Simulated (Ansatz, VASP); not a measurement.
# W: VASP beside Ansatz

```xyz
2
Lattice="2.7267 0.0000 0.0000 -1.3633 2.3614 0.0000 0.0000 0.0000 4.8932" Properties=species:S:1:pos:R:3 pbc="T T T"
W     0.0000    1.5743    1.2233
W     1.3633    0.7871    3.6699
```

Alike in both runs: task single point; functional BLYP; k mesh 15 × 15 × 7; occupations fermi-dirac, width 0.1 eV; no spin polarisation.

|  | VASP | Ansatz |
| --- | --- | --- |
| version | VASP 6.6.1 | Ansatz 0.2.0 |
| potentials or method | VASP PAW PBE potentials, release 64 (W_sv), cutoff 520 eV | plane waves (420 eV) with PAW, scalar-relativistic |
| valence electrons in the cell | 28 | 28 |

```tsv
	VASP	Ansatz	Ansatz less VASP
pressure (GPa)	27.1	25.1	-1.94
traceless stress, the component that is largest in VASP (GPa)	-4.47	-4.04	+0.433
```

VASP's potentials were made for PBE, not for BLYP. The functional is the same, so the differences come from potentials, cutoffs and numerics.

Neither program's run includes spin-orbit coupling.
